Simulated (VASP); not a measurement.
Crystal: Al3B2W.

```
Al B W
1.0
     3.35495    0.00000    0.00000
    -1.67748    2.90547    0.00000
     0.00000    0.00000    8.12660
Al B W
3 2 1
Direct
  0.33333 0.66667 0.16439
  0.66667 0.33333 0.83561
  0.00000 0.00000 0.50000
  0.33333 0.66667 0.65849
  0.66667 0.33333 0.34151
  0.00000 0.00000 0.00000
```

The cell was generated, and may not be a known phase.

* Program: VASP 6.6.1
* Task: relaxation of cell and atoms
* Functional: PBE
* Potentials or basis: VASP PAW PBE potentials, release 64 (Al, B, W_sv)
* Cutoff: 500 eV
* k mesh: 6 × 6 × 2
* Occupations: gaussian, width 0.2 eV
* Spin: no spin polarisation

At the start: pressure 16.2 GPa; volume 13.20 Å³/atom.

Problem. How do energy, volume and symmetry change on relaxing?

Solution. Over 17 steps the energy falls by 599.0 meV/atom and the volume is 12.89 Å³/atom (-2.4 %); space group P-3m1 (No. 164, to 0.1 Å) before and after.

The path:
```tsv
step	energy change (eV)	largest force (eV/Å)	pressure (GPa)	volume (Å³)
1	0.0000	6.1176	16.20	79.22
2	-1.9080	1.4719	-15.26	95.52
3	-1.9805	2.0382	-11.80	92.38
4	-3.1515	1.2801	-6.05	83.37
5	-3.4413	0.1946	2.92	77.03
6	-3.4444	0.3197	1.80	77.64
7	-3.5190	0.0137	-0.28	78.29
8	-3.5343	0.2112	-1.61	78.71
9	-3.5525	0.2156	0.77	77.08
10	-3.5525	0.2139	0.73	77.10
11	-3.5623	0.2328	-0.02	77.40
12	-3.5657	0.2532	-0.79	77.71
13	-3.5728	0.2193	-0.31	77.44
14	-3.5816	0.1855	1.12	76.66
15	-3.5891	0.1377	0.25	77.12
16	-3.5916	0.0906	-0.65	77.63
17	-3.5939	0.0469	-0.14	77.32
```

Final structure:
```
Al B W
1.0
     3.47368    0.00000    0.00000
    -1.73684    3.00830    0.00000
     0.00000    0.00000    7.39962
Al B W
3 2 1
Direct
  0.33333 0.66667 0.23656
  0.66667 0.33333 0.76344
  0.00000 0.00000 0.50000
  0.33333 0.66667 0.69230
  0.66667 0.33333 0.30770
  0.00000 0.00000 0.00000
```

Caveat: the k points lie up to 0.42 Å⁻¹ apart in the final cell, too coarse for converged energies and pressures of a metal; the relaxation stopped at a loose force limit of 0.08 eV/Å, so its end isn't a converged minimum.
